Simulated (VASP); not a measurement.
TePb: single point with revPBE+D4

Crystal: TePb.

```
Pb Te
1.0
     0.00000    3.29437    3.29437
     3.29437    0.00000    3.29437
     3.29437    3.29437    0.00000
Pb Te
1 1
Direct
  0.00000 0.00000 0.00000
  0.50000 0.50000 0.50000
```

- Program: VASP 6.6.1
- Task: single point
- Functional: revPBE
- Dispersion: D4
- Potentials or basis: VASP PAW PBE potentials, release 64 (Pb_d, Te)
- Cutoff: 520 eV
- k mesh: 7 × 7 × 7
- Occupations: fermi-dirac, width 0.05 eV
- Spin: no spin polarisation

```
Pressure                   : 0.5 GPa
Dispersion energy per atom : -0.625 eV
```

Levels at points of the mesh, in eV from the Fermi level:
```
           k point  band 8  band 9  band 10  band 11  band 12  band 13
(0.00, 0.00, 0.00)   -1.63   -1.63    -1.63     3.55     3.55     3.55
```

Run time: 15 s on 1 thread of AMD EPYC 9R45 96-Core Processor (Zen 5), with other jobs on the host, peak memory 0.18 GiB.

Caveat: this odd mesh misses L, where the gap lies, so gap, dielectric constants and Born charges aren't listed; the PAW data sets were made with another functional, which shifts forces and pressure a little; spin-orbit coupling is left out, which moves the levels of the heavy elements.
